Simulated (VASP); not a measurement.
A run of VASP 6.6.1 is set up as follows.

Contents of INCAR:

```
  PREC = Accurate
  ENCUT = 520
  EDIFF = 1E-7
  ISMEAR = 0
  SIGMA = 0.01
  LREAL = F
  LASPH = T
  NELM = 100
  ALGO = Normal
  ISIF = 2
  LWAVE = F
  LCHARG = F
  GGA = PE
  NBANDS = 22
```

KPOINTS

```
Automatic mesh
0
Gamma
  6 6 4
```

Contents of POSCAR:

```
NaF
1.0
    3.9006952533      0.0000000000      0.0000000000
   -1.9503476266      3.3781011817      0.0000000000
    0.0000000000      0.0000000000      4.6093007099
Na F
2 2
Direct
    0.3333333333      0.6666666667      0.2500000000
    0.6666666667      0.3333333333      0.7500000000
    0.6666666667      0.3333333333      0.2500000000
    0.3333333333      0.6666666667      0.7500000000
```

Potentials or basis: VASP PAW PBE potentials, release 64 (Na_pv, F).

Run with:

```bash
$ cat potpaw_PBE.64/Na_pv/POTCAR potpaw_PBE.64/F/POTCAR > POTCAR
$ mpirun -np 1 vasp_std > vasp.out
```

Estimate the pressure.

1.1 GPa.

Estimate the band gap on the k mesh.

5.58 eV, direct.

Stress tensor (GPa, compression positive):
```
1.11 0.00 0.00
0.00 1.11 0.00
0.00 0.00 1.21
```
